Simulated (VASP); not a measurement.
Wanted: the native input for a VASP 6.6.1 run.

- Task: relaxation of cell and atoms
- Functional: PBEsol
- Potentials or basis: VASP PAW PBE potentials, release 64 (Mo_sv)
- Cutoff: 600 eV
- k mesh: 8 × 8 × 8
- Occupations: gaussian, width 0.1 eV
- Spin: no spin polarisation
- Dipole correction: no
- Further INCAR settings: ALGO = Fast; EDIFF = 1e-06; IBRION = 2; EDIFFG = -0.04; NSW = 90; ISIF = 3

The structure of Mo lies in POSCAR:

```
Mo
1.0
   -1.5838089719      1.5838089719      1.5838089719
    1.5838089719     -1.5838089719      1.5838089719
    1.5838089719      1.5838089719     -1.5838089719
Mo
1
Direct
    0.0000000000      0.0000000000      0.0000000000
```

One way to write it, as run:

INCAR

```
SYSTEM = Mo
PREC = Accurate ; ENCUT = 600
EDIFF = 1E-6 ; ISMEAR = 0
SIGMA = 0.1 ; LREAL = .FALSE.
LASPH = .TRUE. ; NELM = 60
ALGO = Fast ; ISIF = 3
LWAVE = .FALSE. ; LCHARG = .FALSE.
GGA = PS ; IBRION = 2
NSW = 90 ; EDIFFG = -0.04
```

KPOINTS

```
regular mesh
0
G
  8 8 8
  0 0 0
```

Potentials or basis: VASP PAW PBE potentials, release 64 (Mo_sv).

Command:

```sh
$ cat potpaw_PBE.64/Mo_sv/POTCAR > POTCAR
$ mpirun -np 1 vasp_std > vasp.out
```

Results of the run:

```
Relaxed volume                         : 15.40 Å³/atom
Relaxed cell                           : a = 2.715 Å, b = 2.715 Å, c = 2.715 Å, α = 109.47°, β = 109.47°, γ = 109.47°
Space group after relaxing (to 0.05 Å) : Im-3m (No. 229)
Energy gained by relaxing              : 13.7 meV/atom
Ionic steps                            : 3
Pressure after relaxing                : -0.3 GPa
Band gap on the k mesh                 : zero (band 7 reaches 16.80 eV, above the bottom of band 8 at 11.31 eV)
```

Caveat: the PAW data sets were made with another functional, which shifts forces and pressure a little.

Run time: 12 s on 1 thread of AMD EPYC 9R45 96-Core Processor (Zen 5), on a shared host, peak memory 0.12 GiB.
